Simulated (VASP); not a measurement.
Write the native input for VASP 6.6.1 that does the following.

```
Task                   : single point
Functional             : PBEsol
Potentials or basis    : VASP PAW PBE potentials, release 64 (Co, O)
Cutoff                 : 520 eV
k mesh                 : 3 × 3 × 3
Occupations            : fermi-dirac, width 0.17 eV
Spin                   : no spin polarisation
Dipole correction      : no
Further INCAR settings : ALGO = Normal; EDIFF = 1e-06; NBANDS = 74
```

The structure of CoO lies in POSCAR:

```
CoO
1.0
   -3.2044400000     -1.8500840000      5.1329420000
    3.2044400000     -1.8500840000      5.1329420000
    0.0000000000      3.7001680000      5.1329420000
Co O
8 8
Direct
    0.9838642000      0.9926644896      0.9144839110
    0.4952936905      0.5930018704      0.4764211259
    0.6002374780      0.3731775237      0.9769284854
    1.0272512918      0.9736069733      0.5169375721
    0.5381481339      1.0541821367      0.3983994123
    0.9871189227      0.4220903998      1.0535888155
    1.0378826834      0.5888494670      0.4869484639
    0.6005656560      1.0476016435      0.9712661560
    0.3781052947      0.4131504196      0.3855742596
    0.9018850231      0.7812087114      0.8667889644
    0.8832556363      0.8859082059      0.2968248247
    0.3574282536      0.3761522740      0.8945500844
    0.9351486772      0.3373219119      0.8526849260
    0.3604349989      0.9019648762      0.2678921094
    0.4648188317      0.9270212758      0.7240809373
    0.8799332399      0.3820303302      0.3920196622
```

One way to write it, as run:

INCAR

```
SYSTEM = CoO
  PREC = Accurate
  ENCUT = 520
  EDIFF = 1E-6
  ISMEAR = -1
  SIGMA = 0.17
  LREAL = .FALSE.
  LASPH = .TRUE.
  NELM = 120
  ALGO = Normal
  ISIF = 2
  LWAVE = .FALSE.
  LCHARG = .FALSE.
  GGA = PS
  NBANDS = 74
  GGA_COMPAT = .FALSE.
```

KPOINTS

```
regular mesh
0
G
  3 3 3
  0 0 0
```

Potentials or basis: VASP PAW PBE potentials, release 64 (Co, O).

Command:

```bash
$ cat potpaw_PBE.64/Co/POTCAR potpaw_PBE.64/O/POTCAR > POTCAR
$ mpirun -np 1 vasp_std > vasp.out
```

It gave:

```
Pressure               : -12.3 GPa
Largest force          : 4.462 eV/Å
Band gap on the k mesh : zero (band 60 reaches 5.39 eV, above the bottom of band 61 at 5.33 eV)
```

Caveat: the k points lie up to 0.40 Å⁻¹ apart; the PAW data sets were made with another functional, which shifts forces and pressure a little; the run has no spin polarisation, though such a crystal can be magnetic; semilocal functionals often make such compounds metallic where correlation or magnetic order opens a gap, which also shifts bond lengths.

Wall time 6.4 min on 1 thread of AMD EPYC 9R45 96-Core Processor (Zen 5), with other jobs on the host, peak memory 0.36 GiB.
